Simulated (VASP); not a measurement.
Input of a VASP 6.6.1 run:

INCAR

```
ALGO = Normal
EDIFF = 1E-7
EDIFFG = -0.04
ENCUT = 600
GGA = PE
IBRION = 2
ISIF = 3
ISMEAR = 0
LASPH = True
LCHARG = False
LREAL = False
LWAVE = False
NELM = 100
NSW = 90
PREC = Accurate
SIGMA = 0.1
```

File KPOINTS:

```
k-points
0
Gamma
  6 6 6
```

File POSCAR:

```
Hf4N
1.0
   -2.1633483000      2.1633483000      4.1212417700
    2.1633483000     -2.1633483000      4.1212417700
    2.1633483000      2.1633483000     -4.1212417700
Hf N
4 1
Direct
    0.7556089200      0.7556089200      0.0000000000
    0.5000000000      0.0000000000      0.5000000000
    0.0000000000      0.5000000000      0.5000000000
    0.2443910800      0.2443910800      0.0000000000
    0.0000000000      0.0000000000      0.0000000000
```

Potentials or basis: VASP PAW PBE potentials, release 64 (Hf_pv, N).

Launch:

```sh
$ cat potpaw_PBE.64/Hf_pv/POTCAR potpaw_PBE.64/N/POTCAR > POTCAR
$ mpirun -np 1 vasp_std > vasp.out
```

(1) Estimate the relaxed cell.

(2) Estimate the space group after relaxing (to 0.1 Å).

(3) Estimate the band gap on the k mesh.

## Answers

(1) a = 5.582 Å, b = 5.582 Å, c = 5.582 Å, α = 132.64°, β = 132.64°, γ = 69.22°.

(2) I4/mmm (No. 139).

(3) zero (an odd number of electrons rules out a gap without spin polarisation).

Caveat: spin-orbit coupling is left out, which moves the levels of the heavy elements.
